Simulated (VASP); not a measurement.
## LiF: single point with PBE

LiF:

```
CELL_PARAMETERS angstrom
1.48282 -2.56832 0.00000
-4.44847 -2.56832 0.00000
0.00000 0.00000 -7.35267
ATOMIC_POSITIONS crystal
Li 0.50000 0.00000 0.66667
Li 0.00000 0.50000 0.66667
Li 0.25000 0.75000 0.00000
Li 0.75000 0.25000 0.00000
Li 0.75000 0.75000 0.33333
Li 0.25000 0.25000 0.33333
F 0.75000 0.75000 0.83333
F 0.25000 0.25000 0.83333
F 0.50000 0.00000 0.16667
F 0.00000 0.50000 0.16667
F 0.25000 0.75000 0.50000
F 0.75000 0.25000 0.50000
```

| Quantity | Value |
| --- | --- |
| Program | VASP 6.6.1 |
| Task | single point |
| Functional | PBE |
| Potentials or basis | VASP PAW PBE potentials, release 64 (Li_sv, F) |
| Cutoff | 520 eV |
| k mesh | 4 × 4 × 2 |
| Occupations | gaussian, width 0.1 eV |
| Spin | no spin polarisation |

The band gap on the k mesh is 7.80 eV.

Levels at points of the mesh, in eV from the valence-band top:
| k point | band 27 | band 28 | band 29 | band 30 | band 31 | band 32 | band 33 | band 34 |
| --- | --- | --- | --- | --- | --- | --- | --- | --- |
| (0.00, 0.00, 0.00) | -0.19 | -0.12 | -0.12 | 0.00 | 7.80 | 9.80 | 9.80 | 10.24 |
| (0.50, 0.00, 0.00) | -0.70 | -0.70 | -0.39 | -0.39 | 10.75 | 10.75 | 12.19 | 12.19 |
| (0.00, 0.50, 0.00) | -0.33 | -0.33 | -0.14 | -0.14 | 9.14 | 9.14 | 11.19 | 11.19 |
| (0.50, 0.50, 0.00) | -0.54 | -0.54 | -0.19 | -0.19 | 10.24 | 10.24 | 12.11 | 12.11 |
| (0.00, 0.00, 0.50) | -0.19 | -0.17 | -0.04 | -0.04 | 8.52 | 8.52 | 10.25 | 10.34 |
| (0.50, 0.00, 0.50) | -0.72 | -0.72 | -0.45 | -0.45 | 10.81 | 10.81 | 11.73 | 11.73 |
| (0.00, 0.50, 0.50) | -0.37 | -0.37 | -0.22 | -0.22 | 9.61 | 9.61 | 10.02 | 10.02 |
| (0.50, 0.50, 0.50) | -0.46 | -0.46 | -0.34 | -0.34 | 10.25 | 10.25 | 12.08 | 12.08 |

It took 2 min on 1 thread of Intel(R) Xeon(R) Platinum 8488C (Sapphire Rapids) (shared host), peak memory 0.23 GiB.

Caveat: the k points lie up to 0.53 Å⁻¹ apart. As with any semilocal functional, this PBE gap is likely too small.
